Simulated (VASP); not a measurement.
TaN: single point with PBE

TaN, a slab with vacuum:

```xyz
16
Lattice="3.0816 0.0000 0.0000 0.0000 4.3580 0.0000 0.0000 0.0000 27.7855" Properties=species:S:1:pos:R:3 pbc="T T T"
Ta    1.5408    0.0000    8.5000
Ta    0.0000    2.1790   10.0408
Ta    1.5408    0.0000   11.5816
Ta    0.0000    2.1790   13.1224
Ta    1.5408    0.0000   14.8525
Ta    0.0000    2.1790   16.2568
Ta    1.5408    0.0000   18.1711
Ta    0.0000    2.1790   19.3745
N     1.5408    2.1790    8.5000
N     0.0000    0.0000   10.0408
N     1.5408    2.1790   11.5816
N     0.0000    0.0000   13.1224
N     1.5408    2.1790   14.7091
N     0.0000    0.0000   16.4730
N     1.5408    2.1790   17.8702
N     0.0000    0.0000   19.6340
```

```
Program             : VASP 6.6.1
Task                : single point
Functional          : PBE
Potentials or basis : VASP PAW PBE potentials, release 64 (Ta_pv, N)
Cutoff              : 520 eV
k mesh              : 8 × 6 × 1
Occupations         : gaussian, width 0.05 eV
Spin                : no spin polarisation
```

| Property | Result |
| --- | --- |
| Largest force | 1.542 eV/Å |
| Band gap on the k mesh | zero (bands 64 and 65 overlap by 1.52 eV) |

Forces on the atoms (eV/Å):
```
Ta   0.000  0.000  1.345
Ta   0.000  0.000 -1.542
Ta   0.000  0.000  0.241
Ta   0.000  0.000 -0.124
Ta   0.000  0.000  0.004
Ta   0.000  0.000 -0.019
Ta   0.000  0.000 -0.003
Ta   0.000  0.000  0.037
N    0.000  0.000 -0.420
N    0.000  0.000 -0.802
N    0.000  0.000  0.333
N    0.000  0.000  0.900
N    0.000  0.000 -0.002
N    0.000  0.000 -0.002
N    0.000  0.000  0.012
N    0.000  0.000  0.043
```

Levels at points of the mesh, in eV from the Fermi level:
```tsv
k point	band 60	band 61	band 62	band 63	band 64	band 65	band 66	band 67	band 68	band 69
(0.00, 0.00, 0.00)	-1.72	-1.41	-1.28	-1.20	-0.84	-0.65	-0.39	-0.38	-0.20	0.11
(0.50, 0.00, 0.00)	-2.70	-1.88	-1.84	-0.67	-0.44	0.49	0.59	1.46	1.64	1.68
(0.00, 0.50, 0.00)	-1.63	-0.18	-0.13	0.04	0.08	0.94	1.23	1.28	1.44	1.56
(0.50, 0.50, 0.00)	0.12	0.17	0.26	0.69	0.71	0.71	0.81	1.33	1.44	1.44
```

Run time: 45 min on 1 thread of Oxide Virtual Turin-like Processor (shared host), peak memory 0.59 GiB.

Caveat: spin-orbit coupling is left out, which moves the levels of the heavy elements.
